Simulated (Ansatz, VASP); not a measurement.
**GaN: VASP beside Ansatz**

INCAR

```
PREC = Accurate ; ENCUT = 520
EDIFF = 1E-6 ; ISMEAR = 0
SIGMA = 0.01 ; LREAL = False
LASPH = True ; NELM = 100
ALGO = Normal ; ISIF = 2
LWAVE = False ; LCHARG = False
GGA = PS ; NBANDS = 16
```

File KPOINTS:

```
regular mesh
0
Gamma
  10 10 10
```

File POSCAR:

```
GaN
1.0
    0.0000000000      2.2639639564      2.2639639564
    2.2639639564      0.0000000000      2.2639639564
    2.2639639564      2.2639639564      0.0000000000
Ga N
1 1
Direct
    0.0000000000      0.0000000000      0.0000000000
    0.7500000000      0.7500000000      0.7500000000
```

Input for Ansatz:

```yaml
crystal:
  lattice:
    - [0.0, 2.2639639564, 2.2639639564]
    - [2.2639639564, 0.0, 2.2639639564]
    - [2.2639639564, 2.2639639564, 0.0]
  atoms:
    - { symbol: Ga, position: [0.0, 0.0, 0.0] }
    - { symbol: "N", position: [0.75, 0.75, 0.75] }
basis:
  ecutwfc: 420
kpoints:
  mp_grid: { grid: [10, 10, 10] }
hamiltonian:
  xc: pbesol
scf:
  occupations: { method: fixed }
output:
  forces: true
  stress: true
  eigenvalues: true
```

Alike in both runs: task single point; functional PBEsol; k mesh 10 × 10 × 10; no spin polarisation.

|  | VASP | Ansatz |
| --- | --- | --- |
| version | VASP 6.6.1 | Ansatz 0.2.0 |
| potentials or method | VASP PAW PBE potentials, release 64 (Ga_d, N), cutoff 520 eV | scalar-relativistic, plane waves, PAW |
| occupations | gaussian, width 0.01 eV | fixed |
| valence electrons in the cell | 18 | 18 |

VASP gave:

| Property | Result |
| --- | --- |
| gap on the k mesh at the Fermi level (eV) | 1.59 |
| least direct gap on the mesh (eV) | 1.59 |
| pressure (GPa) | -3.8 |

Q: Which values does Ansatz return?

A: gap on the k mesh at the Fermi level (eV): 1.58; least direct gap on the mesh (eV): 1.58; pressure (GPa): -3.6.

VASP's potentials were made for PBE, not for PBEsol.
